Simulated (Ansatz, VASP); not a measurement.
**Al in VASP and in Ansatz**

File INCAR:

```
SYSTEM = Al
PREC     = Accurate       ! precision mode
ENCUT    = 600            ! plane-wave cutoff, eV
EDIFF    = 1E-6           ! SCF threshold, eV
ISMEAR   = -1             ! smearing method
SIGMA    = 0.05           ! smearing width, eV
LREAL    = .FALSE.        ! projectors in reciprocal space
LASPH    = .TRUE.         ! aspherical terms in the spheres
NELM     = 100            ! most SCF steps
ALGO     = Normal         ! electronic algorithm
ISIF     = 3              ! what is computed and relaxed
LWAVE    = .FALSE.        ! write WAVECAR
LCHARG   = .FALSE.        ! write CHGCAR
GGA      = PS             ! functional
IBRION   = 2              ! ionic algorithm
NSW      = 60             ! ionic steps
EDIFFG   = -0.01          ! ionic threshold
```

The input KPOINTS:

```
Automatic mesh
0
G
  12 12 12
  0 0 0
```

File POSCAR:

```
Al
1.0
   -1.5912186900      1.5912186900      1.5912186900
    1.5912186900     -1.5912186900      1.5912186900
    1.5912186900      1.5912186900     -1.5912186900
Al
1
Direct
    0.0000000000      0.0000000000      0.0000000000
```

input.yaml

```yaml
crystal:
  lattice:
    - [-1.59121869, 1.59121869, 1.59121869]
    - [1.59121869, -1.59121869, 1.59121869]
    - [1.59121869, 1.59121869, -1.59121869]
  atoms:
    - { symbol: Al, position: [0.0, 0.0, 0.0] }
hamiltonian:
  xc: pbesol
  pseudopotentials: { kind: paw }
kpoints:
  mp_grid: { grid: [12, 12, 12] }
scf:
  occupations: { method: fermi_dirac, width: 0.05 }
output:
  forces: true
  stress: true
  eigenvalues: true
relax:
  f_tol: 0.01
  max_steps: 40
  cell: { stress_tol: 0.05 }
```

Alike in both runs: task relaxation of cell and atoms; functional PBEsol; k mesh 12 × 12 × 12; occupations fermi-dirac, width 0.05 eV; no spin polarisation.

|  | VASP | Ansatz |
| --- | --- | --- |
| version | VASP 6.6.1 | Ansatz 0.2.0 |
| potentials or method | VASP PAW PBE potentials, release 64 (Al) | Ansatz PAW |
| plane-wave cutoff (eV) | 600 | 420 |
| valence electrons in the cell | 3 | 3 |

|  | VASP | Ansatz | Ansatz less VASP |
| --- | --- | --- | --- |
| gap on the k mesh at the Fermi level, each at its own relaxed structure (eV) | none | none | - |
| relaxed volume (Å³/atom) | 16.60 | 16.59 | -0.014 |
| relaxed cell length with the largest relative difference (Å) | 2.784 | 2.783 | -0.0008 |

VASP's potentials were made for PBE, not for PBEsol. A gap of «none» marks a metal or a gap that the smearing closes.

Noted on Ansatz's run: the plane-wave basis is chosen anew once the cell has moved, so the energies of steps on either side of that aren't comparable.
